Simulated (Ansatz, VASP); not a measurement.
Ir: VASP beside Ansatz

INCAR

```
PREC = Accurate
ENCUT = 520
EDIFF = 1E-6
ISMEAR = 1
SIGMA = 0.2
LREAL = F
LASPH = T
NELM = 80
ALGO = Normal
ISIF = 2
LWAVE = F
LCHARG = F
NBANDS = 10
```

KPOINTS

```
Automatic mesh
0
Gamma
  14 14 14
```

POSCAR

```
Ir
1.0
    0.0000000000      1.9060927672      1.9060927672
    1.9060927672      0.0000000000      1.9060927672
    1.9060927672      1.9060927672      0.0000000000
Ir
1
Direct
    0.0000000000      0.0000000000      0.0000000000
```

Input for Ansatz:

```yaml
crystal:
  lattice:
    - [0.0, 1.9060927672, 1.9060927672]
    - [1.9060927672, 0.0, 1.9060927672]
    - [1.9060927672, 1.9060927672, 0.0]
  atoms:
    - { symbol: Ir, position: [0.0, 0.0, 0.0] }
hamiltonian:
  xc: lda
  pseudopotentials:
    kind: paw
    azcp:
      Ir: "pseudopotentials/Ir.paw.azcp"
basis:
  ecutwfc: 420
  fft_grid_basis: typed
kpoints:
  mp_grid: { grid: [14, 14, 14], shift: [0, 0, 0] }
magnetization:
  spin_polarized: false
scf:
  occupations: { method: methfessel_paxton, width: 0.2 }
  lower_state_search: "off"
output:
  stress: true
  write_density: true
  write_potential: true
  elf: true
  volumetric_format: npy
```

Alike in both runs: task single point; functional LDA; k mesh 14 × 14 × 14; occupations methfessel-paxton of order 1, width 0.2 eV; no spin polarisation.

|  | VASP | Ansatz |
| --- | --- | --- |
| version | VASP 6.6.1 | Ansatz 0.2.0 |
| potentials or method | VASP PAW LDA potentials, release 64 (Ir), cutoff 520 eV | plane waves (420 eV) with PAW, scalar-relativistic |
| valence electrons in the cell | 9 | 17 |

Ansatz gave:

```
pressure (GPa) : -0.2
```

Task: Estimate VASP's values.

Result: Pressure (GPa): 2.4.

Ansatz warns that its potentials were made for another functional, while VASP's fit it. LDA's correlation is that of Perdew and Zunger in VASP and of Perdew and Wang (1992) in Ansatz. VASP's potentials hold 9 valence electrons a cell and Ansatz's 17, so a difference there can come from the potentials and not from the codes.

Spin-orbit coupling is off throughout.
